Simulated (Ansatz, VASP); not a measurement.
One calculation of AlN, two programs

File POSCAR:

```
AlN
1.0
    0.0000000000      2.1490444475      2.1848764208
    2.1490444475      0.0000000000      2.1848764208
    2.1490444475      2.1490444475      0.0000000000
Al N
1 1
Direct
    0.0000000000      0.0000000000      0.0000000000
    0.2500000000      0.2500000000      0.2500000000
```

The input INCAR.step1:

```
SYSTEM = AlN
PREC = Accurate ; ENCUT = 520
EDIFF = 1E-5 ; ISMEAR = 0
SIGMA = 0.01 ; LREAL = .FALSE.
LASPH = .TRUE. ; NELM = 80
ALGO = Normal ; ISIF = 2
LWAVE = .TRUE. ; LCHARG = .FALSE.
NBANDS = 11 ; GGA = PE
```

Contents of INCAR.step2:

```
SYSTEM = AlN
PREC = Accurate ; ENCUT = 520
EDIFF = 1E-7 ; ISMEAR = 0
SIGMA = 0.01 ; LREAL = .FALSE.
LASPH = .TRUE. ; NELM = 80
ALGO = Normal ; ISIF = 2
LWAVE = .FALSE. ; LCHARG = .FALSE.
GGA = PE ; LHFCALC = .TRUE.
HFSCREEN = 0.2079 ; PRECFOCK = Normal
NBANDS = 11 ; ISTART = 1
```

KPOINTS

```
Automatic mesh
0
G
  8 8 8
  0 0 0
```

Input for Ansatz:

```yaml
crystal:
  lattice:
    - [0.0, 2.1490444475, 2.1848764208]
    - [2.1490444475, 0.0, 2.1848764208]
    - [2.1490444475, 2.1490444475, 0.0]
  atoms:
    - { symbol: Al, position: [0.0, 0.0, 0.0] }
    - { symbol: "N", position: [0.25, 0.25, 0.25] }
kpoints:
  mp_grid: { grid: [8, 8, 8] }
  band_path:
    path:
      - [0.0, 0.0, 0.0]
      - [-0.5, -0.5, 0.0]
      - [-0.375, -0.375, 0.25]
      - [-0.375, 0.0, 0.375]
      - [0.0, 0.0, 0.5]
      - [-0.5, -0.25, 0.25]
    npoints: 1
hamiltonian:
  xc: hse06
scf:
  occupations: { method: fixed }
  n_extra_bands: 4
output:
  forces: true
  stress: true
  eigenvalues: true
```

Change from the starting cell: biaxial_xy strain -1.6%.

Alike in both runs: task single point; functional HSE06; k mesh 8 × 8 × 8; no spin polarisation.

```csv
,VASP,Ansatz
version,VASP 6.6.1,Ansatz 0.2.0
potentials or method,"VASP PAW PBE potentials, release 64 (Al, N)","plane waves, PAW"
plane-wave cutoff (eV),520,420
occupations,"gaussian, width 0.01 eV",fixed
valence electrons in the cell,8,8
```

Ansatz gave:

| Quantity | Value |
| --- | --- |
| gap on the k mesh at the Fermi level (eV) | 4.53 |
| pressure (GPa) | 6.7 |
| traceless stress, the component that is largest in VASP (GPa) | -1.62 |

Problem. Estimate VASP's values.

Solution. gap on the k mesh at the Fermi level (eV): 4.53; pressure (GPa): 6.6; traceless stress, the component that is largest in VASP (GPa): -1.63.

Ansatz's warnings: stress exchange threshold loose, stress scf threshold loose.
